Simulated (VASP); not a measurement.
A run of VASP 6.6.1 is set up as follows.

File INCAR:

```
SYSTEM = P
PREC     = Accurate       ! precision mode
ENCUT    = 520            ! plane-wave cutoff, eV
EDIFF    = 1E-7           ! SCF threshold, eV
ISMEAR   = 0              ! smearing method
SIGMA    = 0.1            ! smearing width, eV
LREAL    = .False.        ! projectors in reciprocal space
LASPH    = .True.         ! aspherical terms in the spheres
NELM     = 60             ! most SCF steps
ALGO     = Normal         ! electronic algorithm
ISIF     = 2              ! what is computed and relaxed
LWAVE    = .False.        ! write WAVECAR
LCHARG   = .False.        ! write CHGCAR
GGA      = PS             ! functional
IVDW     = 12             ! dispersion correction
NBANDS   = 8              ! bands
```

KPOINTS

```
Automatic mesh
0
Gamma
  4 4 4
  0 0 0
```

POSCAR

```
P
1.0
    4.2729048574      0.0000000000      0.0000000000
    0.0000000000      4.2729048574      0.0000000000
    0.0000000000      0.0000000000      4.3780000000
P
1
Direct
    0.0000000000      0.0000000000      0.0000000000
```

Potentials or basis: VASP PAW PBE potentials, release 64 (P).

Run with:

```console
$ cat potpaw_PBE.64/P/POTCAR > POTCAR
$ mpirun -np 1 vasp_std > vasp.out
```

(1) Estimate the dispersion energy per atom.

(2) Estimate the pressure.

Results:

(1) -0.081 eV.

(2) -3.7 GPa.

Caveat: the k points lie up to 0.37 Å⁻¹ apart; the PAW data sets were made with another functional, which shifts forces and pressure a little; pairwise dispersion overbinds metals, which lowers pressure and volume.
